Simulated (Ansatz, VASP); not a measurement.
**Bi: VASP beside Ansatz**

Contents of INCAR:

```
ALGO = Normal
EDIFF = 1E-6
ENCUT = 520
GGA = PS
ISIF = 2
ISMEAR = -1
LASPH = True
LCHARG = False
LREAL = False
LWAVE = False
NBANDS = 22
NELM = 100
PREC = Accurate
SIGMA = 0.03
```

File KPOINTS:

```
k-points
0
Gamma
  10 10 10
```

The input POSCAR:

```
Bi
1.0
    2.2422797007      1.2945807888      3.9005610168
   -2.2422797007      1.2945807888      3.9005610168
    0.0000000000     -2.5891615775      3.9005610168
Bi
2
Direct
    0.2338900000      0.2338900000      0.2338900000
    0.7661100000      0.7661100000      0.7661100000
```

Input for Ansatz:

```yaml
crystal:
  lattice:
    - [2.2422797007, 1.2945807888, 3.9005610168]
    - [-2.2422797007, 1.2945807888, 3.9005610168]
    - [0.0, -2.5891615775, 3.9005610168]
  atoms:
    - { symbol: Bi, position: [0.23389, 0.23389, 0.23389] }
    - { symbol: Bi, position: [0.76611, 0.76611, 0.76611] }
kpoints:
  mp_grid: { grid: [10, 10, 10] }
  band_path:
    path:
      - [0.0, 0.0, 0.0]
      - [0.5, 0.5, 0.5]
      - [0.7598966753, 0.2401033247, 0.5]
      - [0.5, -0.2401033247, 0.2401033247]
      - [0.5, 0.0, 0.0]
      - [0.0, 0.0, 0.0]
      - [0.3700516624, -0.3700516624, 0.0]
      - [0.6299483376, 0.0, 0.3700516624]
      - [0.5, 0.0, 0.5]
    npoints: 5
scf:
  occupations: { method: fermi_dirac, width: 0.03 }
hamiltonian:
  xc: pbesol
  pseudopotentials: { kind: all_electron, lapw: { basis_error: 0.0005 } }
output:
  forces: true
  stress: true
  eigenvalues: true
```

Change from the starting cell: volume scaled by 0.96.

Alike in both runs: task single point; functional PBEsol; k mesh 10 × 10 × 10; occupations fermi-dirac, width 0.03 eV; no spin polarisation.

```csv
,VASP,Ansatz
version,VASP 6.6.1,Ansatz 0.2.0
potentials or method,"VASP PAW PBE potentials, release 64 (Bi_d), cutoff 520 eV","all-electron LAPW, scalar-relativistic"
```

VASP gave:

| Item | Value |
| --- | --- |
| pressure (GPa) | 1.4 |
| traceless stress, the component that is largest in VASP (GPa) | -0.20 |
| rms of the force components (eV/Å) | 0.181 |

Question: Which values does Ansatz return?

Answer: Pressure (GPa): 1.5; traceless stress, the component that is largest in VASP (GPa): -0.20; rms of the force components (eV/Å): 0.178.

VASP's potentials were made for PBE, not for PBEsol. Atom by atom the forces differ by 0.004 eV/Å (rms over components). Ansatz ran all-electron here, and VASP with PAW potentials.

Neither program's run includes spin-orbit coupling.
